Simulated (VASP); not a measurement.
# SiO2 (P4_2/mnm) in VASP: a series of runs

The runs below take SiO2 through single point, with PBE.

All numbers are computed with VASP 6.6.1; they aren't measurements. Logs are shortened: lines on timing, memory, paths and dates and some standing lists are left out, and cuts for length are marked.

### Step 1. The cell of the first run

The structure is tetragonal, space group P4_2/mnm (No. 136). The conventional cell has a = 4.124 Å, b = 4.124 Å, c = 2.632 Å, α = 90.00°, β = 90.00°, γ = 90.00°. Within 2.3 Å of Si (site symmetry mmm) lie 6 O at 1.73 to 1.79 Å. Within 2.3 Å of O (site symmetry m2m) lie 3 Si at 1.73 to 1.79 Å and 1 O at 2.25 Å.

### Step 2. Single point, PBE (volume scaled by 0.96)

Input file INCAR:

```
SYSTEM = SiO2
  PREC = Accurate
  ENCUT = 520
  EDIFF = 1E-6
  ISMEAR = -1
  SIGMA = 0.03
  LREAL = .False.
  LASPH = .True.
  NELM = 100
  ALGO = Normal
  ISIF = 2
  LWAVE = .False.
  LCHARG = .False.
  GGA = PE
  NBANDS = 25
```

Input file KPOINTS:

```
Automatic mesh
0
Gamma
  6 6 9
  0 0 0
```

Input file POSCAR:

```
SiO2
1.0
    4.1236052368      0.0000000000      0.0000000000
    0.0000000000      4.1236052368      0.0000000000
    0.0000000000      0.0000000000      2.6317442288
Si O
2 4
Direct
    0.0000000000      0.0000000000      0.0000000000
    0.5000000000      0.5000000000      0.5000000000
    0.3067000000      0.3067000000      0.0000000000
    0.1933000000      0.8067000000      0.5000000000
    0.6933000000      0.6933000000      0.0000000000
    0.8067000000      0.1933000000      0.5000000000
```

Potentials or basis: VASP PAW PBE potentials, release 64 (Si, O).

Launch:

```console
> cat potpaw_PBE.64/Si/POTCAR potpaw_PBE.64/O/POTCAR > POTCAR
> mpirun -np 1 vasp_std > vasp.out
```

OUTCAR:

```text
SYSTEM = SiO2
   PREC = Accurate
   ENCUT = 520
   EDIFF = 1E-6
   ISMEAR = -1
   LREAL = .False.
   LASPH = .True.
   NELM = 100
   ISIF = 2
   GGA = PE

 ion  position               nearest neighbor table
   1  0.000  0.000  0.000-   4 1.73   6 1.73   4 1.73   6 1.73   5 1.79   3 1.79
   2  0.500  0.500  0.500-   3 1.73   5 1.73   3 1.73   5 1.73   4 1.79   6 1.79
   3  0.307  0.307  0.000-   2 1.73   2 1.73   1 1.79
   4  0.193  0.807  0.500-   1 1.73   1 1.73   2 1.79
   5  0.693  0.693  0.000-   2 1.73   2 1.73   1 1.79
   6  0.807  0.193  0.500-   1 1.73   1 1.73   2 1.79

  LATTYP: Found a simple tetragonal cell.
 ALAT       =     4.1236052368
 C/A-ratio  =     0.6382143968

  Lattice vectors:

 A1 = (   4.1236052368,   0.0000000000,   0.0000000000)
 A2 = (   0.0000000000,   4.1236052368,   0.0000000000)
 A3 = (   0.0000000000,   0.0000000000,   2.6317442288)

Analysis of symmetry for initial positions (statically):
=====================================================================
 Subroutine PRICEL returns:
 Original cell was already a primitive cell.

 Routine SETGRP: Setting up the symmetry group for a
 simple tetragonal supercell.

 Subroutine GETGRP returns: Found 16 space group operations
 (whereof  8 operations were pure point group operations)
 out of a pool of 16 trial point group operations.

The static configuration has the point symmetry D_2h.
 The point group associated with its full space group is D_4h.

Analysis of symmetry for dynamics (positions and initial velocities):
=====================================================================
 Subroutine PRICEL returns:
 Original cell was already a primitive cell.

 Routine SETGRP: Setting up the symmetry group for a
 simple tetragonal supercell.

 Subroutine GETGRP returns: Found 16 space group operations
 (whereof  8 operations were pure point group operations)
 out of a pool of 16 trial point group operations.

The dynamic configuration has the point symmetry D_2h.
 The point group associated with its full space group is D_4h.

 Subroutine INISYM returns: Found 16 space group operations
 (whereof  8 operations are pure point group operations),
 and found     1 'primitive' translations

----------------------------------------------------------------------------------------

                                     Primitive cell

  volume of cell :      44.7505

  direct lattice vectors                    reciprocal lattice vectors
     4.123605237  0.000000000  0.000000000     0.242506240  0.000000000  0.000000000
     0.000000000  4.123605237  0.000000000     0.000000000  0.242506240  0.000000000
     0.000000000  0.000000000  2.631744229     0.000000000  0.000000000  0.379976135

  length of vectors
     4.123605237  4.123605237  2.631744229     0.242506240  0.242506240  0.379976135

  position of ions in fractional coordinates (direct lattice)
     0.000000000  0.000000000  0.000000000
     0.500000000  0.500000000  0.500000000
     0.306700000  0.306700000  0.000000000
     0.193300000  0.806700000  0.500000000
     0.693300000  0.693300000  0.000000000
     0.806700000  0.193300000  0.500000000

  ion indices of the primitive-cell ions
   primitive index   ion index
                 1           1
                 2           2
                 3           3
                 4           4
                 5           5
                 6           6

----------------------------------------------------------------------------------------

 KPOINTS: Automatic mesh

Automatic generation of k-mesh.
 Grid dimensions read from file:
 generate k-points for:    6    6    9

 Generating k-lattice:

  Cartesian coordinates                     Fractional coordinates (reciprocal lattice)
     0.040417707  0.000000000  0.000000000     0.166666667  0.000000000  0.000000000
     0.000000000  0.040417707  0.000000000     0.000000000  0.166666667  0.000000000
     0.000000000  0.000000000  0.042219571     0.000000000  0.000000000  0.111111111

  Length of vectors
     0.040417707  0.040417707  0.042219571

  Shift w.r.t. Gamma in fractional coordinates (k-lattice)
     0.000000000  0.000000000  0.000000000

 Subroutine IBZKPT returns following result:
 ===========================================

 Found     50 irreducible k-points:

 Following reciprocal coordinates:
            Coordinates               Weight
  0.000000  0.000000  0.000000      1.000000
  0.166667  0.000000  0.000000      4.000000
  0.333333  0.000000  0.000000      4.000000
  0.500000  0.000000  0.000000      2.000000
  0.166667  0.166667  0.000000      4.000000
  0.333333  0.166667  0.000000      8.000000
[... 16 lines left out ...]
  0.333333  0.000000  0.222222      8.000000
  0.500000  0.000000  0.222222      4.000000
 [... further k-points ...]
   k-points           NKPTS =     50   k-points in BZ     NKDIM =     50   number of bands    NBANDS=     25
   number of dos      NEDOS =    301   number of ions     NIONS =      6
   total plane-waves  NPLWV =  20480
   dimension x,y,z NGX =    32 NGY =   32 NGZ =   20
   dimension x,y,z NGXF=    64 NGYF=   64 NGZF=   40
   ions per type =               2   4
   NGX,Y,Z   is equivalent  to a cutoff of  12.90, 12.90, 12.63 a.u.
   NGXF,Y,Z  is equivalent  to a cutoff of  25.80, 25.80, 25.27 a.u.
 SYSTEM =  SiO2
   PREC   = accura    normal or accurate (medium, high low for compatibility)
   ISTART =      0    job   : 0-new  1-cont  2-samecut
   ICHARG =      2    charge: 1-file 2-atom 10-const
   ISPIN  =      1    spin polarized calculation?
   LNONCOLLINEAR =      F non collinear calculations
   LSORBIT =      F    spin-orbit coupling
   LASPH  =      T    aspherical Exc in radial PAW
   ENCUT  =  520.0 eV  38.22 Ry    6.18 a.u.   7.67  7.67  4.89*2*pi/ulx,y,z
   NELM   =    100;   NELMIN=  2; NELMDL= -5     # of ELM steps
   EDIFF  = 0.1E-05   stopping-criterion for ELM
   LREAL  =      F    real-space projection
   EDIFFG = 0.1E-04   stopping-criterion for IOM
   NSW    =      0    number of steps for IOM
   IBRION =     -1    ionic relax: 0-MD 1-quasi-New 2-CG
   NFREE  =      0    steps in history (QN), initial steepest desc. (CG)
   ISIF   =      2    stress and relaxation
   ISYM   =      2    0-nonsym 1-usesym 2-fastsym
   POTIM  = 0.5000    time-step for ionic-motion
   TEBEG  =    0.0;   TEEND  =   0.0 temperature during run
   PSTRESS=    0.0 pullay stress
   NELECT =      32.0000    total number of electrons
   NUPDOWN=      -1.0000    fix difference up-down
   EMIN   =  10.00;   EMAX   =-10.00  energy-range for DOS
   EFERMI =   0.00;   METHOD = LEGACY
   ISMEAR =    -1;   SIGMA  =   0.03  broadening in eV -4-tet -1-fermi 0-gaus
   EFERMI_NEDOS =   21; number of points for ismear=-14 and -15
   IALGO  =     38    algorithm
   IMIX   =      4    mixing-type and parameters
     AMIX     =   0.40;   BMIX     =  1.00
     AMIX_MAG =   1.60;   BMIX_MAG =  1.00
  volume/ion in A,a.u.               =       7.46        50.33
  Fermi-wavevector in a.u.,A,eV,Ry     =   1.463948  2.766460 29.159226  2.143143
  Thomas-Fermi vector in A             =   2.579982
   LORBIT       =      0    0 simple, 1 ext, 2 COOP (PROOUT), +10 PAW based schemes
   GGA     = PE    functional components
   LHFCALC =     F    Hartree Fock is set to
   AEXX    =    0.0000 exact exchange contribution
   IVDW    =     0    specifies the selected vdW correction
   LEPSILON=     F    determine dielectric tensor
   LRPA    =     F    only Hartree local field effects (RPA)
 non-spin polarized calculation
  energy-cutoff  :      520.00
  volume of cell :       44.75
 maximum number of plane-waves:      1234
 NGX is ok and might be reduce to    32
   NGX = 15   NGY = 15   NGZ =  9

 number of electron      31.9999985 magnetization

 Free energy of the ion-electron system (eV)
  ---------------------------------------------------
  ext. energy  EPLUGINS =         0.00000000
  ---------------------------------------------------
  free energy    TOTEN  =       -46.04008504 eV

  energy without entropy =      -46.04008504  energy(sigma->0) =      -46.04008504

 E-fermi :   9.4549     XC(G=0): -12.4773

 val. band max:        8.7906304148   @ k =   0.0000   0.0000   0.0000
 cond. band min:      15.1557872512   @ k =   0.0000   0.0000   0.0000
 fundamental gap:      6.3651568364
 Fermi energy:         9.4549380241

 k-point     1 :       0.0000    0.0000    0.0000
  band No.  band energies     occupation
      1     -14.2194      2.00000
      2     -10.3610      2.00000
      3     -10.3610      2.00000
      4     -10.1613      2.00000
      5      -2.2826      2.00000
      6       2.1486      2.00000
[... 17 lines left out ...]
     24      23.6053      0.00000
     25      25.0124      0.00000

 k-point     2 :       0.1667    0.0000    0.0000
  band No.  band energies     occupation
      1     -14.0675      2.00000
      2     -11.0913      2.00000
      3     -10.2833      2.00000
      4      -9.7530      2.00000
      5      -2.1010      2.00000
      6       1.3712      2.00000
[... 17 lines left out ...]
     24      22.9748      0.00000
     25      24.8436      0.00000

 k-point     3 :       0.3333    0.0000    0.0000
  band No.  band energies     occupation
      1     -13.6225      2.00000
      2     -12.0355      2.00000
      3     -10.0746      2.00000
      4      -9.6469      2.00000
      5      -1.5912      2.00000
      6       0.2218      2.00000
[... 17 lines left out ...]
     24      23.1811      0.00000
     25      24.3553      0.00000

 k-point     4 :       0.5000    0.0000    0.0000
  band No.  band energies     occupation
      1     -12.9213      2.00000
      2     -12.9213      2.00000
      3      -9.8148      2.00000
      4      -9.8148      2.00000
      5      -0.8021      2.00000
      6      -0.8021      2.00000
[... 17 lines left out ...]
     24      22.8181      0.00000
     25      24.1547      0.00000
[... 477 lines left out ...]
 k-point    22 :       0.1667    0.0000    0.2222
  band No.  band energies     occupation
      1     -13.4064      2.00000
      2     -10.7518      2.00000
      3      -9.9774      2.00000
      4      -9.6991      2.00000
      5      -1.8182      2.00000
      6       1.3996      2.00000
[... 17 lines left out ...]
     24      22.9591      0.00000
     25      23.2925      0.00000

 k-point    23 :       0.3333    0.0000    0.2222
  band No.  band energies     occupation
      1     -12.9932      2.00000
      2     -11.5598      2.00000
      3      -9.8362      2.00000
      4      -9.5917      2.00000
      5      -1.1347      2.00000
      6       0.6268      2.00000
[... 17 lines left out ...]
     24      21.8272      0.00000
     25      23.0804      0.00000

 k-point    24 :       0.5000    0.0000    0.2222
  band No.  band energies     occupation
      1     -12.3508      2.00000
      2     -12.3508      2.00000
      3      -9.6743      2.00000
      4      -9.6743      2.00000
      5      -0.2757      2.00000
      6      -0.2757      2.00000
[... 17 lines left out ...]
     24      21.7379      0.00000
     25      23.0585      0.00000

 [... further k-points ...]
[... 5 lines left out ...]
  --------------------------------------------------------------------------------------
  -------------------------------------------------------------------------------------
  Total        6.9184792      6.9184792      8.2337156      0.0000000      0.0000000      0.0000000
  in kB      247.6985005    247.6985005    294.7871860      0.0000000      0.0000000      0.0000000
  external PRESSURE =     263.3947290 kB  Pullay stress =       0.0000000 kB

 VOLUME and BASIS-vectors are now :
 -----------------------------------------------------------------------------
  energy-cutoff  :      520.00
  volume of cell :       44.75
      direct lattice vectors                 reciprocal lattice vectors
     4.123605237  0.000000000  0.000000000     0.242506240  0.000000000  0.000000000
     0.000000000  4.123605237  0.000000000     0.000000000  0.242506240  0.000000000
     0.000000000  0.000000000  2.631744229     0.000000000  0.000000000  0.379976135

 POSITION                                       TOTAL-FORCE (eV/Angst)
 -----------------------------------------------------------------------------------
      0.00000      0.00000      0.00000         0.000000      0.000000      0.000000
      2.06180      2.06180      1.31587         0.000000      0.000000      0.000000
      1.26471      1.26471      0.00000        -0.393562     -0.393562     -0.000000
      0.79709      3.32651      1.31587         0.393562     -0.393562      0.000000
      2.85890      2.85890      0.00000         0.393562      0.393562      0.000000
      3.32651      0.79709      1.31587        -0.393562      0.393562      0.000000
 -----------------------------------------------------------------------------------
    total drift:                                0.000000      0.000000      0.000000

  FREE ENERGIE OF THE ION-ELECTRON SYSTEM (eV)
  ---------------------------------------------------
  free  energy   TOTEN  =       -46.0400850358 eV

  energy  without entropy=      -46.0400850358  energy(sigma->0) =      -46.04008504
```

Wall time 19 s (1 thread of Intel Xeon Platinum 8559C (Emerald Rapids), shared host); peak memory 0.16 GiB.

Results:

```
Free energy            : -46.0401 eV
Pressure               : 26.3 GPa
Largest force          : 0.557 eV/Å
Band gap on the k mesh : 6.37 eV, direct
```

Forces in eV/Å, atoms in the order of the input:
```
Si   0.000  0.000  0.000
Si   0.000  0.000  0.000
O   -0.394 -0.394  0.000
O    0.394 -0.394  0.000
O    0.394  0.394  0.000
O   -0.394  0.394  0.000
```

 A k mesh can miss the band edges.

### Step 3. Single point, PBE (volume scaled by 0.99)

Input file INCAR:

```
  PREC = Accurate
  ENCUT = 520
  EDIFF = 1E-7
  ISMEAR = -1
  SIGMA = 0.03
  LREAL = F
  LASPH = T
  NELM = 100
  ALGO = Normal
  ISIF = 2
  LWAVE = F
  LCHARG = T
  GGA = PE
  LELF = T
  LVHAR = T
  NBANDS = 25
```

Input file KPOINTS:

```
Automatic mesh
0
Gamma
  6 6 9
```

Changes to POSCAR since step 2:

```diff
@@ -2,5 +2,5 @@
 1.0
-    4.1236052368      0.0000000000      0.0000000000
-    0.0000000000      4.1236052368      0.0000000000
-    0.0000000000      0.0000000000      2.6317442288
+    4.1661196280      0.0000000000      0.0000000000
+    0.0000000000      4.1661196280      0.0000000000
+    0.0000000000      0.0000000000      2.6588775253
 Si O
```

Potentials or basis: VASP PAW PBE potentials, release 64 (Si, O).

Launch:

```console
> cat potpaw_PBE.64/Si/POTCAR potpaw_PBE.64/O/POTCAR > POTCAR
> mpirun -np 1 vasp_std > vasp.out
```

Wall time 20 s (1 thread of Intel Xeon Platinum 8559C (Emerald Rapids), shared host); peak memory 0.17 GiB.

The run converged. Its results:

* Free energy: -46.2206 eV
* Pressure: 14.6 GPa
* Largest force: 0.318 eV/Å
* Band gap on the k mesh: 5.80 eV, direct

Forces in eV/Å, atoms in the order of the input:
```
Si   0.000  0.000  0.000
Si   0.000  0.000  0.000
O   -0.225 -0.225  0.000
O    0.225 -0.225  0.000
O    0.225  0.225  0.000
O   -0.225  0.225  0.000
```

Stress tensor (GPa, compression positive):
```
13.87  0.00  0.00
 0.00 13.87  0.00
 0.00  0.00 15.96
```

Levels at points of the mesh, in eV from the valence-band top:
| k point | band 12 | band 13 | band 14 | band 15 | band 16 | band 17 | band 18 | band 19 | band 20 | band 21 |
| --- | --- | --- | --- | --- | --- | --- | --- | --- | --- | --- |
| (0.00, 0.00, 0.00) | -3.17 | -2.56 | -0.87 | -0.87 | 0.00 | 5.80 | 6.73 | 8.60 | 8.60 | 11.22 |
| (0.50, 0.00, 0.00) | -3.90 | -2.72 | -2.72 | -1.08 | -1.08 | 7.86 | 7.86 | 9.17 | 9.17 | 11.13 |
| (0.50, 0.50, 0.00) | -3.30 | -2.65 | -2.65 | -2.30 | -2.30 | 7.52 | 7.52 | 10.15 | 10.15 | 13.26 |

 A k mesh can miss the band edges.
